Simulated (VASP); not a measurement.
# B (Fm-3m) in VASP: notebook

The runs below take B through single point, with PBEsol.

Program: VASP 6.6.1. These are calculated values, not measurements. Logs are shortened: lines on timing, memory, paths and dates and some standing lists are left out, and cuts for length are marked.

## 1. The cell of the first run

Symmetry: Fm-3m, No. 225, cubic system. The conventional cell has a = 2.432 Å, b = 2.432 Å, c = 2.432 Å, α = 90.00°, β = 90.00°, γ = 90.00°. B (site symmetry m-3m) has 12 B at 1.72 Å within 2.3 Å.

## 2. Single point, PBEsol (volume scaled by 0.617, to set the pressure)

File INCAR:

```
ALGO = Normal
EDIFF = 1E-6
ENCUT = 500
GGA = PS
GGA_COMPAT = F
ISIF = 2
ISMEAR = -1
LASPH = T
LCHARG = T
LELF = T
LREAL = F
LVHAR = T
LWAVE = F
NBANDS = 8
NELM = 120
PREC = Accurate
SIGMA = 0.08
```

File KPOINTS:

```
k-points
0
Gamma
  26 26 26
```

File POSCAR:

```
B
1.0
    0.0000000000      1.2158103173      1.2158103173
    1.2158103173      0.0000000000      1.2158103173
    1.2158103173      1.2158103173      0.0000000000
B
1
Direct
    0.0000000000      0.0000000000      0.0000000000
```

Potentials or basis: VASP PAW PBE potentials, release 64 (B).

Run with:

```console
$ cat potpaw_PBE.64/B/POTCAR > POTCAR
$ mpirun -np 1 vasp_std > vasp.out
```

OUTCAR:

```text
EDIFF = 1E-6
   ENCUT = 500
   GGA = PS
   ISIF = 2
   ISMEAR = -1
   LASPH = T
   LREAL = F
   NELM = 120
   PREC = Accurate

 ion  position               nearest neighbor table
   1  0.000  0.000  0.000-

  LATTYP: Found a face centered cubic cell.
 ALAT       =     2.4316206346

  Lattice vectors:

 A1 = (   0.0000000000,   1.2158103173,   1.2158103173)
 A2 = (   1.2158103173,   0.0000000000,   1.2158103173)
 A3 = (   1.2158103173,   1.2158103173,   0.0000000000)

Analysis of symmetry for initial positions (statically):
=====================================================================
 Subroutine PRICEL returns:
 Original cell was already a primitive cell.

 Routine SETGRP: Setting up the symmetry group for a
 face centered cubic supercell.

 Subroutine GETGRP returns: Found 48 space group operations
 (whereof 48 operations were pure point group operations)
 out of a pool of 48 trial point group operations.

The static configuration has the point symmetry O_h .

Analysis of symmetry for dynamics (positions and initial velocities):
=====================================================================
 Subroutine PRICEL returns:
 Original cell was already a primitive cell.

 Routine SETGRP: Setting up the symmetry group for a
 face centered cubic supercell.

 Subroutine GETGRP returns: Found 48 space group operations
 (whereof 48 operations were pure point group operations)
 out of a pool of 48 trial point group operations.

The dynamic configuration has the point symmetry O_h .

 Subroutine INISYM returns: Found 48 space group operations
 (whereof 48 operations are pure point group operations),
 and found     1 'primitive' translations

----------------------------------------------------------------------------------------

                                     Primitive cell

  volume of cell :       3.5944

  direct lattice vectors                    reciprocal lattice vectors
     0.000000000  1.215810317  1.215810317    -0.411248361  0.411248361  0.411248361
     1.215810317  0.000000000  1.215810317     0.411248361 -0.411248361  0.411248361
     1.215810317  1.215810317  0.000000000     0.411248361  0.411248361 -0.411248361

  length of vectors
     1.719415440  1.719415440  1.719415440     0.712303055  0.712303055  0.712303055

  position of ions in fractional coordinates (direct lattice)
     0.000000000  0.000000000  0.000000000

[... 70 lines left out ...]
   LNONCOLLINEAR =      F non collinear calculations
   LSORBIT =      F    spin-orbit coupling
   LASPH  =      T    aspherical Exc in radial PAW
   ENCUT  =  500.0 eV  36.75 Ry    6.06 a.u.   3.13  3.13  3.13*2*pi/ulx,y,z
   NELM   =    120;   NELMIN=  2; NELMDL= -5     # of ELM steps
   EDIFF  = 0.1E-05   stopping-criterion for ELM
   LREAL  =      F    real-space projection
   EDIFFG = 0.1E-04   stopping-criterion for IOM
   NSW    =      0    number of steps for IOM
   IBRION =     -1    ionic relax: 0-MD 1-quasi-New 2-CG
   NFREE  =      0    steps in history (QN), initial steepest desc. (CG)
   ISIF   =      2    stress and relaxation
   ISYM   =      2    0-nonsym 1-usesym 2-fastsym
   POTIM  = 0.5000    time-step for ionic-motion
   TEBEG  =    0.0;   TEEND  =   0.0 temperature during run
   PSTRESS=    0.0 pullay stress
   NELECT =       3.0000    total number of electrons
   NUPDOWN=      -1.0000    fix difference up-down
   EMIN   =  10.00;   EMAX   =-10.00  energy-range for DOS
   EFERMI =   0.00;   METHOD = LEGACY
   ISMEAR =    -1;   SIGMA  =   0.08  broadening in eV -4-tet -1-fermi 0-gaus
   EFERMI_NEDOS =   21; number of points for ismear=-14 and -15
   IALGO  =     38    algorithm
   IMIX   =      4    mixing-type and parameters
     AMIX     =   0.40;   BMIX     =  1.00
     AMIX_MAG =   1.60;   BMIX_MAG =  1.00
  volume/ion in A,a.u.               =       3.59        24.26
  Fermi-wavevector in a.u.,A,eV,Ry     =   1.541367  2.912762 32.324893  2.375813
  Thomas-Fermi vector in A             =   2.647323
   LORBIT       =      0    0 simple, 1 ext, 2 COOP (PROOUT), +10 PAW based schemes
   GGA     = PS    functional components
   LHFCALC =     F    Hartree Fock is set to
   AEXX    =    0.0000 exact exchange contribution
   IVDW    =     0    specifies the selected vdW correction
   LEPSILON=     F    determine dielectric tensor
   LRPA    =     F    only Hartree local field effects (RPA)
 non-spin polarized calculation
  energy-cutoff  :      500.00
  volume of cell :        3.59
 maximum number of plane-waves:       100
 NGX is ok and might be reduce to    14
   NGX =  7   NGY =  7   NGZ =  7

 number of electron       3.0000000 magnetization

 Free energy of the ion-electron system (eV)
  ---------------------------------------------------
  ext. energy  EPLUGINS =         0.00000000
  ---------------------------------------------------
  free energy    TOTEN  =        -4.20729807 eV

  energy without entropy =       -4.20402788  energy(sigma->0) =       -4.20566298

 E-fermi :  17.5129     XC(G=0): -15.2429

 val. band max:       17.4620594227   @ k =  -0.4231   0.3846   0.1538
 cond. band min:      17.5670060661   @ k =  -0.3077   0.4615   0.1923
 fundamental gap:      0.1049466433
 Fermi energy:        17.5128989058

 k-point     1 :       0.0000    0.0000    0.0000
  band No.  band energies     occupation
      1      -8.1506      2.00000
      2      42.2704      0.00000
      3      42.2704      0.00000
      4      42.2704      0.00000
      5      61.0013      0.00000
      6      61.0013      0.00000
      7      61.0013      0.00000
      8      65.0798      0.00000
[... 243 lines left out ...]
 k-point    24 :       0.3846    0.0385    0.0000
  band No.  band energies     occupation
      1      -0.8580      2.00000
      2      17.1590      1.97630
      3      37.0958      0.00000
      4      38.4692      0.00000
      5      55.0504      0.00000
      6      59.0286      0.00000
      7      62.7580      0.00000
      8      65.4836      0.00000

 [... further k-points ...]
[... 5 lines left out ...]
  --------------------------------------------------------------------------------------
  -------------------------------------------------------------------------------------
  Total        7.1807575      7.1807575      7.1807575      0.0000000      0.0000000     -0.0000000
  in kB     3200.7619468   3200.7619468   3200.7619468      0.0000000      0.0000000     -0.0000000
  external PRESSURE =    3200.7619468 kB  Pullay stress =       0.0000000 kB

 VOLUME and BASIS-vectors are now :
 -----------------------------------------------------------------------------
  energy-cutoff  :      500.00
  volume of cell :        3.59
      direct lattice vectors                 reciprocal lattice vectors
     0.000000000  1.215810317  1.215810317    -0.411248361  0.411248361  0.411248361
     1.215810317  0.000000000  1.215810317     0.411248361 -0.411248361  0.411248361
     1.215810317  1.215810317  0.000000000     0.411248361  0.411248361 -0.411248361

 POSITION                                       TOTAL-FORCE (eV/Angst)
 -----------------------------------------------------------------------------------
      0.00000      0.00000      0.00000         0.000000      0.000000      0.000000
 -----------------------------------------------------------------------------------
    total drift:                                0.000000     -0.000000      0.000000

  FREE ENERGIE OF THE ION-ELECTRON SYSTEM (eV)
  ---------------------------------------------------
  free  energy   TOTEN  =        -4.2072980692 eV

  energy  without entropy=       -4.2040278815  energy(sigma->0) =       -4.20566298
```

OSZICAR:

```text
N       E                     dE             d eps       ncg     rms          rms(c)
DAV:   1    -0.249833857560E+01   -0.24983E+01   -0.19284E+03  9744   0.313E+02
DAV:   2    -0.424959828653E+01   -0.17513E+01   -0.17041E+01 10512   0.362E+01
DAV:   3    -0.425018182423E+01   -0.58354E-03   -0.58352E-03  9488   0.697E-01
DAV:   4    -0.425018183043E+01   -0.62023E-08   -0.67107E-08 11072   0.204E-03
DAV:   5    -0.425018182971E+01    0.72234E-09   -0.16853E-12  9440   0.594E-06    0.356E+00
DAV:   6    -0.422123858449E+01    0.28943E-01   -0.19557E-03  9624   0.321E-01    0.215E+00
DAV:   7    -0.420730069468E+01    0.13938E-01   -0.30999E-03  9952   0.397E-01    0.513E-02
DAV:   8    -0.420729851283E+01    0.21819E-05   -0.37356E-06  8584   0.199E-02    0.149E-02
DAV:   9    -0.420729806920E+01    0.44363E-06   -0.38118E-07  7328   0.485E-03
   1 F= -.42072981E+01 E0= -.42056630E+01  d E =-.327019E-02
```

stdout:

```text
POSCAR found type information on POSCAR B
 POSCAR found :  1 types and       1 ions
 scaLAPACK will be used
 -----------------------------------------------------------------------------
|                                                                             |
|                                                                             |
|     You enforced a specific xc type in the INCAR file but a different       |
|     I HOPE YOU KNOW WHAT YOU ARE DOING!                                     |
|                                                                             |
 -----------------------------------------------------------------------------

 LDA part: xc-table for (Slater+PW92), standard interpolation
 POSCAR, INCAR and KPOINTS ok, starting setup
 FFT: planning ... GRIDC
 FFT: planning ... GRID_SOFT
 FFT: planning ... GRID
 WAVECAR not read
 entering main loop
```

Run time: 9.7 s. Hardware: 1 thread of Intel Xeon 6975P-C, shared host; peak memory 0.11 GiB.

Results:

| Item | Value |
| --- | --- |
| Free energy | -4.2073 eV |
| Pressure | 320.1 GPa |

Levels at points of the mesh, in eV from the Fermi level:
| k point | band 1 | band 2 | band 3 | band 4 | band 5 |
| --- | --- | --- | --- | --- | --- |
| (0.00, 0.00, 0.00) | -25.66 | 24.76 | 24.76 | 24.76 | 43.49 |
| (0.50, 0.00, 0.00) | -15.13 | -5.77 | 20.08 | 20.08 | 38.69 |
| (0.50, 0.50, 0.00) | -10.87 | 0.77 | 9.02 | 9.02 | 20.05 |

Caveat: the cell differs from its parent crystal (volume scaled by 0.617, to set the pressure); the PAW data sets were made with another functional, which shifts forces and pressure a little.

(Part 1 of 2 ends here.)
